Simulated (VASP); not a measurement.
Write the native input for VASP 6.6.1 that does the following.

* Task: single point
* Functional: PBEsol
* Potentials or basis: VASP PAW PBE potentials, release 64 (Ti_sv, O)
* Cutoff: 520 eV
* k mesh: 4 × 4 × 7
* Occupations: fermi-dirac, width 0.1 eV
* Spin: collinear spin, antiferromagnetic start
* Starting moments: [1.0, -1.0, 0.0, 0.0, 0.0, 0.0] μB
* Hubbard terms: Ti d U = 3.5 eV
* Dipole correction: no
* Further INCAR settings: ALGO = Normal; EDIFF = 1e-07; NBANDS = 37

The structure of TiO2 lies in POSCAR:

```
TiO2
1.0
    4.5941000000      0.0000000000      0.0000000000
    0.0000000000      4.5941000000      0.0000000000
    0.0000000000      0.0000000000      2.9589000000
Ti O
2 4
Direct
    0.0000000000      0.0000000000      0.0000000000
    0.5000000000      0.5000000000      0.5000000000
    0.3057000000      0.3057000000      0.0000000000
    0.1943000000      0.8057000000      0.5000000000
    0.6943000000      0.6943000000      0.0000000000
    0.8057000000      0.1943000000      0.5000000000
```

One way to write it, as run:

INCAR

```
SYSTEM = TiO2
  PREC = Accurate
  ENCUT = 520
  EDIFF = 1E-7
  ISMEAR = -1
  SIGMA = 0.1
  LREAL = .FALSE.
  LASPH = .TRUE.
  NELM = 150
  ALGO = Normal
  ISIF = 2
  LWAVE = .FALSE.
  LCHARG = .TRUE.
  ISPIN = 2
  MAGMOM = 1 -1 0 0 0 0
  LORBIT = 11
  LMAXMIX = 4
  LDAU = .TRUE.
  LDAUTYPE = 2
  LDAUL = 2 -1
  LDAUU = 3.5 0
  LDAUJ = 0 0
  LDAUPRINT = 1
  GGA = PS
  LELF = .TRUE.
  LVHAR = .TRUE.
  NBANDS = 37
```

KPOINTS

```
Automatic mesh
0
G
  4 4 7
  0 0 0
```

Potentials or basis: VASP PAW PBE potentials, release 64 (Ti_sv, O).

The run is started by

```bash
$ cat potpaw_PBE.64/Ti_sv/POTCAR potpaw_PBE.64/O/POTCAR > POTCAR
$ mpirun -np 1 vasp_std > vasp.out
```

Results of the run:

The pressure is 5.6 GPa, the largest force is 0.270 eV/Å and the band gap on the k mesh is 2.30 eV, direct. The net moment is 0.00 μB per cell and the valence electrons inside the program's atomic spheres are Ti 10.16; O 5.08.

Caveat: the PAW data sets were made with another functional, which shifts forces and pressure a little.

Wall time 83 s on 1 thread of AMD EPYC 7R13 Processor (Zen 3) (shared host), peak memory 0.21 GiB.
